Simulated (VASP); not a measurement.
# GaN in VASP: notebook

GaN is run at these levels: PBE; tasks: single point.

All numbers are computed with VASP 6.6.1; they aren't measurements. Logs are shortened: lines on timing, memory, paths and dates and some standing lists are left out, and cuts for length are marked.

## 1. The cell of the first run

It takes space group P6_3mc (No. 186, hexagonal). The conventional cell has a = 3.219 Å, b = 3.219 Å, c = 5.244 Å, α = 90.00°, β = 90.00°, γ = 120.00°. Ga (site symmetry 3m) has 4 N at 1.97 to 1.98 Å within 2.6 Å. N (site symmetry 3m) has 4 Ga at 1.97 to 1.98 Å within 2.6 Å.

## 2. Single point, PBE

Input file INCAR:

```
  PREC = Accurate
  ENCUT = 520
  EDIFF = 1E-6
  ISMEAR = 0
  SIGMA = 0.01
  LREAL = F
  LASPH = T
  NELM = 60
  ALGO = Normal
  ISIF = 2
  LWAVE = F
  LCHARG = T
  GGA = PE
  LELF = T
  LVHAR = T
  NBANDS = 26
```

Input file KPOINTS:

```
Automatic mesh
0
Gamma
  10 10 6
```

Input file POSCAR:

```
GaN
1.0
    3.2186213459      0.0000000000      0.0000000000
   -1.6093106730      2.7874078507      0.0000000000
    0.0000000000      0.0000000000      5.2435339944
Ga N
2 2
Direct
    0.6666666667      0.3333333333      0.4991368659
    0.3333333333      0.6666666667      0.9991368659
    0.6666666667      0.3333333333      0.8758631341
    0.3333333333      0.6666666667      0.3758631341
```

Potentials or basis: VASP PAW PBE potentials, release 64 (Ga_d, N).

The run is started by

```sh
$ cat potpaw_PBE.64/Ga_d/POTCAR potpaw_PBE.64/N/POTCAR > POTCAR
$ mpirun -np 1 vasp_std > vasp.out
```

OUTCAR:

```text
PREC = Accurate
   ENCUT = 520
   EDIFF = 1E-6
   ISMEAR = 0
   LREAL = F
   LASPH = T
   NELM = 60
   ISIF = 2
   GGA = PE

 ion  position               nearest neighbor table
   1  0.667  0.333  0.499-   4 1.97   4 1.97   4 1.97   3 1.98
   2  0.333  0.667  0.999-   3 1.97   3 1.97   3 1.97   4 1.98
   3  0.667  0.333  0.876-   2 1.97   2 1.97   2 1.97   1 1.98
   4  0.333  0.667  0.376-   1 1.97   1 1.97   1 1.97   2 1.98

  LATTYP: Found a hexagonal cell.
 ALAT       =     3.2186213459
 C/A-ratio  =     1.6291242215

  Lattice vectors:

 A1 = (   3.2186213459,   0.0000000000,   0.0000000000)
 A2 = (  -1.6093106730,   2.7874078507,   0.0000000000)
 A3 = (   0.0000000000,   0.0000000000,   5.2435339944)

Analysis of symmetry for initial positions (statically):
=====================================================================
 Subroutine PRICEL returns:
 Original cell was already a primitive cell.

 Routine SETGRP: Setting up the symmetry group for a
 hexagonal supercell.

 Subroutine GETGRP returns: Found 12 space group operations
 (whereof  6 operations were pure point group operations)
 out of a pool of 24 trial point group operations.

The static configuration has the point symmetry C_3v.
 The point group associated with its full space group is C_6v.

Analysis of symmetry for dynamics (positions and initial velocities):
=====================================================================
 Subroutine PRICEL returns:
 Original cell was already a primitive cell.

 Routine SETGRP: Setting up the symmetry group for a
 hexagonal supercell.

 Subroutine GETGRP returns: Found 12 space group operations
 (whereof  6 operations were pure point group operations)
 out of a pool of 24 trial point group operations.

The dynamic configuration has the point symmetry C_3v.
 The point group associated with its full space group is C_6v.

 Subroutine INISYM returns: Found 12 space group operations
 (whereof  6 operations are pure point group operations),
 and found     1 'primitive' translations

----------------------------------------------------------------------------------------

                                     Primitive cell

  volume of cell :      47.0429

  direct lattice vectors                    reciprocal lattice vectors
     3.218621346  0.000000000  0.000000000     0.310692030  0.179378127  0.000000000
    -1.609310673  2.787407851  0.000000000     0.000000000  0.358756254  0.000000000
     0.000000000  0.000000000  5.243533994     0.000000000  0.000000000  0.190711074

  length of vectors
     3.218621346  3.218621346  5.243533994     0.358756254  0.358756254  0.190711074

  position of ions in fractional coordinates (direct lattice)
     0.666666667  0.333333333  0.499136866
     0.333333333  0.666666667  0.999136866
     0.666666667  0.333333333  0.875863134
     0.333333333  0.666666667  0.375863134

  ion indices of the primitive-cell ions
   primitive index   ion index
                 1           1
                 2           2
                 3           3
                 4           4

----------------------------------------------------------------------------------------

 KPOINTS: Automatic mesh

Automatic generation of k-mesh.
 Grid dimensions read from file:
 generate k-points for:   10   10    6

 Generating k-lattice:

  Cartesian coordinates                     Fractional coordinates (reciprocal lattice)
     0.031069203  0.017937813  0.000000000     0.100000000  0.000000000  0.000000000
     0.000000000  0.035875625  0.000000000     0.000000000  0.100000000  0.000000000
     0.000000000  0.000000000  0.031785179     0.000000000  0.000000000  0.166666667

  Length of vectors
     0.035875625  0.035875625  0.031785179

  Shift w.r.t. Gamma in fractional coordinates (k-lattice)
     0.000000000  0.000000000  0.000000000

 Subroutine IBZKPT returns following result:
 ===========================================

 Found     56 irreducible k-points:

 Following reciprocal coordinates:
            Coordinates               Weight
  0.000000  0.000000  0.000000      1.000000
  0.100000  0.000000  0.000000      6.000000
  0.200000  0.000000  0.000000      6.000000
  0.300000  0.000000  0.000000      6.000000
  0.400000  0.000000  0.000000      6.000000
  0.500000  0.000000  0.000000      3.000000
[... 16 lines left out ...]
  0.300000  0.100000  0.166667     24.000000
  0.400000  0.100000  0.166667     24.000000
 [... further k-points ...]
   k-points           NKPTS =     56   k-points in BZ     NKDIM =     56   number of bands    NBANDS=     26
   number of dos      NEDOS =    301   number of ions     NIONS =      4
   total plane-waves  NPLWV =  23040
   dimension x,y,z NGX =    24 NGY =   24 NGZ =   40
   dimension x,y,z NGXF=    48 NGYF=   48 NGZF=   80
   ions per type =               2   2
   NGX,Y,Z   is equivalent  to a cutoff of  12.40, 12.40, 12.68 a.u.
   NGXF,Y,Z  is equivalent  to a cutoff of  24.79, 24.79, 25.36 a.u.
 SYSTEM =  unknown system
   PREC   = accura    normal or accurate (medium, high low for compatibility)
   ISTART =      0    job   : 0-new  1-cont  2-samecut
   ICHARG =      2    charge: 1-file 2-atom 10-const
   ISPIN  =      1    spin polarized calculation?
   LNONCOLLINEAR =      F non collinear calculations
   LSORBIT =      F    spin-orbit coupling
   LASPH  =      T    aspherical Exc in radial PAW
   ENCUT  =  520.0 eV  38.22 Ry    6.18 a.u.   5.98  5.98  9.75*2*pi/ulx,y,z
   NELM   =     60;   NELMIN=  2; NELMDL= -5     # of ELM steps
   EDIFF  = 0.1E-05   stopping-criterion for ELM
   LREAL  =      F    real-space projection
   EDIFFG = 0.1E-04   stopping-criterion for IOM
   NSW    =      0    number of steps for IOM
   IBRION =     -1    ionic relax: 0-MD 1-quasi-New 2-CG
   NFREE  =      0    steps in history (QN), initial steepest desc. (CG)
   ISIF   =      2    stress and relaxation
   ISYM   =      2    0-nonsym 1-usesym 2-fastsym
   POTIM  = 0.5000    time-step for ionic-motion
   TEBEG  =    0.0;   TEEND  =   0.0 temperature during run
   PSTRESS=    0.0 pullay stress
   NELECT =      36.0000    total number of electrons
   NUPDOWN=      -1.0000    fix difference up-down
   EMIN   =  10.00;   EMAX   =-10.00  energy-range for DOS
   EFERMI =   0.00;   METHOD = LEGACY
   ISMEAR =     0;   SIGMA  =   0.01  broadening in eV -4-tet -1-fermi 0-gaus
   EFERMI_NEDOS =   21; number of points for ismear=-14 and -15
   IALGO  =     38    algorithm
   IMIX   =      4    mixing-type and parameters
     AMIX     =   0.40;   BMIX     =  1.00
     AMIX_MAG =   1.60;   BMIX_MAG =  1.00
  volume/ion in A,a.u.               =      11.76        79.37
  Fermi-wavevector in a.u.,A,eV,Ry     =   1.497422  2.829717 30.507965  2.242272
  Thomas-Fermi vector in A             =   2.609312
   LORBIT       =      0    0 simple, 1 ext, 2 COOP (PROOUT), +10 PAW based schemes
   GGA     = PE    functional components
   LHFCALC =     F    Hartree Fock is set to
   AEXX    =    0.0000 exact exchange contribution
   IVDW    =     0    specifies the selected vdW correction
   LEPSILON=     F    determine dielectric tensor
   LRPA    =     F    only Hartree local field effects (RPA)
 non-spin polarized calculation
 Gauss-broadening in eV      SIGMA  =   0.01
  energy-cutoff  :      520.00
  volume of cell :       47.04
 maximum number of plane-waves:      1296
 NGX is ok and might be reduce to    24
   NGX = 11   NGY = 11   NGZ = 19

 number of electron      35.9999957 magnetization

 Free energy of the ion-electron system (eV)
  ---------------------------------------------------
  ext. energy  EPLUGINS =         0.00000000
  ---------------------------------------------------
  free energy    TOTEN  =       -24.32781558 eV

  energy without entropy =      -24.32781558  energy(sigma->0) =      -24.32781558

 E-fermi :   5.0822     XC(G=0): -11.5138

 val. band max:        5.0063426182   @ k =   0.0000   0.0000   0.0000
 cond. band min:       6.7207217221   @ k =   0.0000   0.0000   0.0000
 fundamental gap:      1.7143791039
 Fermi energy:         5.0822340116

 k-point     1 :       0.0000    0.0000    0.0000
  band No.  band energies     occupation
      1     -10.7271      2.00000
      2      -9.9046      2.00000
      3      -8.4139      2.00000
      4      -8.3996      2.00000
      5      -8.3996      2.00000
      6      -8.3438      2.00000
[... 18 lines left out ...]
     25      16.4926      0.00000
     26      16.4926      0.00000

 k-point     2 :       0.1000    0.0000    0.0000
  band No.  band energies     occupation
      1     -10.6355      2.00000
      2      -9.8825      2.00000
      3      -8.4046      2.00000
      4      -8.3865      2.00000
      5      -8.3662      2.00000
      6      -8.3329      2.00000
[... 18 lines left out ...]
     25      16.0685      0.00000
     26      16.7015      0.00000

 k-point     3 :       0.2000    0.0000    0.0000
  band No.  band energies     occupation
      1     -10.4009      2.00000
      2      -9.8332      2.00000
      3      -8.3757      2.00000
      4      -8.3580      2.00000
      5      -8.3068      2.00000
      6      -8.2792      2.00000
[... 18 lines left out ...]
     25      16.2489      0.00000
     26      17.1633      0.00000

 k-point     4 :       0.3000    0.0000    0.0000
  band No.  band energies     occupation
      1     -10.1382      2.00000
      2      -9.7891      2.00000
      3      -8.3537      2.00000
      4      -8.3373      2.00000
      5      -8.2651      2.00000
      6      -8.2225      2.00000
[... 18 lines left out ...]
     25      16.3148      0.00000
     26      17.8044      0.00000
[... 496 lines left out ...]
      1     -10.1750      2.00000
      2      -9.8104      2.00000
      3      -8.3515      2.00000
      4      -8.3442      2.00000
      5      -8.2895      2.00000
      6      -8.2645      2.00000
[... 18 lines left out ...]
     25      15.8992      0.00000
     26      17.4248      0.00000

 k-point    23 :       0.3000    0.1000    0.1667
  band No.  band energies     occupation
      1      -9.9807      2.00000
      2      -9.7740      2.00000
      3      -8.3455      2.00000
      4      -8.3314      2.00000
      5      -8.2610      2.00000
      6      -8.2134      2.00000
[... 18 lines left out ...]
     25      16.1913      0.00000
     26      17.8161      0.00000

 k-point    24 :       0.4000    0.1000    0.1667
  band No.  band energies     occupation
      1      -9.8850      2.00000
      2      -9.7596      2.00000
      3      -8.3525      2.00000
      4      -8.3252      2.00000
      5      -8.2472      2.00000
      6      -8.2117      2.00000
[... 18 lines left out ...]
     25      16.8099      0.00000
     26      18.0800      0.00000

 [... further k-points ...]
[... 5 lines left out ...]
  --------------------------------------------------------------------------------------
  -------------------------------------------------------------------------------------
  Total        0.0228153      0.0228153      0.0335048     -0.0000000      0.0000000      0.0000000
  in kB        0.7770382      0.7770382      1.1410987     -0.0000000      0.0000000      0.0000000
  external PRESSURE =       0.8983917 kB  Pullay stress =       0.0000000 kB

 VOLUME and BASIS-vectors are now :
 -----------------------------------------------------------------------------
  energy-cutoff  :      520.00
  volume of cell :       47.04
      direct lattice vectors                 reciprocal lattice vectors
     3.218621346  0.000000000  0.000000000     0.310692030  0.179378127  0.000000000
    -1.609310673  2.787407851  0.000000000     0.000000000  0.358756254  0.000000000
     0.000000000  0.000000000  5.243533994     0.000000000  0.000000000  0.190711074

 POSITION                                       TOTAL-FORCE (eV/Angst)
 -----------------------------------------------------------------------------------
      1.60931      0.92914      2.61724         0.000000      0.000000     -0.000495
     -0.00000      1.85827      5.23901        -0.000000     -0.000000     -0.000495
      1.60931      0.92914      4.59262         0.000000      0.000000      0.000495
     -0.00000      1.85827      1.97085        -0.000000     -0.000000      0.000495
 -----------------------------------------------------------------------------------
    total drift:                               -0.000001     -0.000001     -0.001235

  FREE ENERGIE OF THE ION-ELECTRON SYSTEM (eV)
  ---------------------------------------------------
  free  energy   TOTEN  =       -24.3278155841 eV

  energy  without entropy=      -24.3278155841  energy(sigma->0) =      -24.32781558
```

Wall time 43 s (1 thread of Intel Xeon Platinum 8259CL at 2.50GHz (Skylake/Cascade Lake), shared host); peak memory 0.19 GiB.

Results:

* Free energy: -24.3278 eV
* Pressure: 0.1 GPa
* Band gap on the k mesh: 1.71 eV

Levels at points of the mesh, in eV from the valence-band top:
| k point | band 15 | band 16 | band 17 | band 18 | band 19 | band 20 | band 21 | band 22 |
| --- | --- | --- | --- | --- | --- | --- | --- | --- |
| (0.00, 0.00, 0.00) | -1.00 | -0.04 | 0.00 | 0.00 | 1.71 | 4.06 | 9.02 | 9.73 |
| (0.50, 0.00, 0.00) | -4.06 | -2.64 | -2.11 | -0.96 | 4.98 | 5.37 | 5.98 | 8.34 |
| (0.00, 0.00, 0.50) | -0.51 | -0.51 | -0.51 | -0.51 | 4.06 | 4.06 | 8.31 | 8.31 |
| (0.50, 0.00, 0.50) | -1.87 | -1.87 | -1.83 | -1.83 | 4.31 | 4.31 | 7.57 | 7.57 |

## 3. Single point, PBE

Input file INCAR:

```
  ALGO = Normal
  EDIFF = 1E-6
  ENCUT = 520
  GGA = PE
  ISIF = 2
  ISMEAR = -1
  LASPH = True
  LCHARG = True
  LELF = True
  LREAL = False
  LVHAR = True
  LWAVE = False
  NBANDS = 26
  NELM = 100
  PREC = Accurate
  SIGMA = 0.01
```

Input file KPOINTS:

```
k-points
0
Gamma
  10 10 6
```

POSCAR is that of step 2.

Potentials or basis: VASP PAW PBE potentials, release 64 (Ga_d, N).

The run is started by

```sh
$ cat potpaw_PBE.64/Ga_d/POTCAR potpaw_PBE.64/N/POTCAR > POTCAR
$ mpirun -np 1 vasp_std > vasp.out
```

OUTCAR:

```text
EDIFF = 1E-6
   ENCUT = 520
   GGA = PE
   ISIF = 2
   ISMEAR = -1
   LASPH = True
   LREAL = False
   NELM = 100
   PREC = Accurate

 ion  position               nearest neighbor table
   1  0.667  0.333  0.499-   4 1.97   4 1.97   4 1.97   3 1.98
   2  0.333  0.667  0.999-   3 1.97   3 1.97   3 1.97   4 1.98
   3  0.667  0.333  0.876-   2 1.97   2 1.97   2 1.97   1 1.98
   4  0.333  0.667  0.376-   1 1.97   1 1.97   1 1.97   2 1.98

  LATTYP: Found a hexagonal cell.
[... 889 lines left out ...]
     25      16.8099      0.00000
     26      18.0800      0.00000

 [... further k-points ...]
[... 5 lines left out ...]
  --------------------------------------------------------------------------------------
  -------------------------------------------------------------------------------------
  Total        0.0228153      0.0228153      0.0335048     -0.0000000      0.0000000      0.0000000
  in kB        0.7770380      0.7770380      1.1410974     -0.0000000      0.0000000      0.0000000
  external PRESSURE =       0.8983911 kB  Pullay stress =       0.0000000 kB

 VOLUME and BASIS-vectors are now :
 -----------------------------------------------------------------------------
  energy-cutoff  :      520.00
  volume of cell :       47.04
      direct lattice vectors                 reciprocal lattice vectors
     3.218621346  0.000000000  0.000000000     0.310692030  0.179378127  0.000000000
    -1.609310673  2.787407851  0.000000000     0.000000000  0.358756254  0.000000000
     0.000000000  0.000000000  5.243533994     0.000000000  0.000000000  0.190711074

 POSITION                                       TOTAL-FORCE (eV/Angst)
 -----------------------------------------------------------------------------------
      1.60931      0.92914      2.61724         0.000000      0.000000     -0.000495
     -0.00000      1.85827      5.23901        -0.000000      0.000000     -0.000495
      1.60931      0.92914      4.59262        -0.000000      0.000000      0.000495
     -0.00000      1.85827      1.97085         0.000000      0.000000      0.000495
 -----------------------------------------------------------------------------------
    total drift:                               -0.000001     -0.000001     -0.001235

  FREE ENERGIE OF THE ION-ELECTRON SYSTEM (eV)
  ---------------------------------------------------
  free  energy   TOTEN  =       -24.3278155845 eV

  energy  without entropy=      -24.3278155845  energy(sigma->0) =      -24.32781558
```

OSZICAR:

```text
N       E                     dE             d eps       ncg     rms          rms(c)
DAV:   1     0.280895159199E+03    0.28090E+03   -0.17562E+04  3184   0.256E+03
DAV:   2     0.865408150135E+01   -0.27224E+03   -0.25663E+03  3248   0.493E+02
DAV:   3    -0.269779204022E+02   -0.35632E+02   -0.35114E+02  3320   0.143E+02
DAV:   4    -0.282262066355E+02   -0.12483E+01   -0.12425E+01  3516   0.287E+01
DAV:   5    -0.282531174997E+02   -0.26911E-01   -0.26859E-01  3504   0.404E+00    0.108E+01
DAV:   6    -0.242545405797E+02    0.39986E+01   -0.10109E+01  4820   0.479E+01    0.307E+00
DAV:   7    -0.243461099246E+02   -0.91569E-01   -0.13522E+00  3088   0.900E+00    0.268E+00
DAV:   8    -0.243409984068E+02    0.51115E-02   -0.15270E-01  4804   0.476E+00    0.813E-01
DAV:   9    -0.243273328420E+02    0.13666E-01   -0.43187E-02  4646   0.343E+00    0.375E-01
DAV:  10    -0.243278153212E+02   -0.48248E-03   -0.53511E-03  3070   0.435E-01    0.825E-02
DAV:  11    -0.243278184510E+02   -0.31298E-05   -0.20426E-04  5144   0.250E-01    0.473E-02
DAV:  12    -0.243278142771E+02    0.41739E-05   -0.37839E-05  3454   0.512E-02    0.159E-02
DAV:  13    -0.243278151373E+02   -0.86020E-06   -0.13933E-05  3586   0.465E-02    0.196E-02
DAV:  14    -0.243278155845E+02   -0.44726E-06   -0.31917E-06  2928   0.128E-02
   1 F= -.24327816E+02 E0= -.24327816E+02  d E =-.146807E-10
```

Wall time 41 s (1 thread of Intel Xeon Platinum 8259CL at 2.50GHz (Skylake/Cascade Lake), shared host); peak memory 0.19 GiB.

What came out:

```
Free energy            : -24.3278 eV
Pressure               : 0.1 GPa
Band gap on the k mesh : 1.71 eV
```

(Part 1 of 2 ends here.)
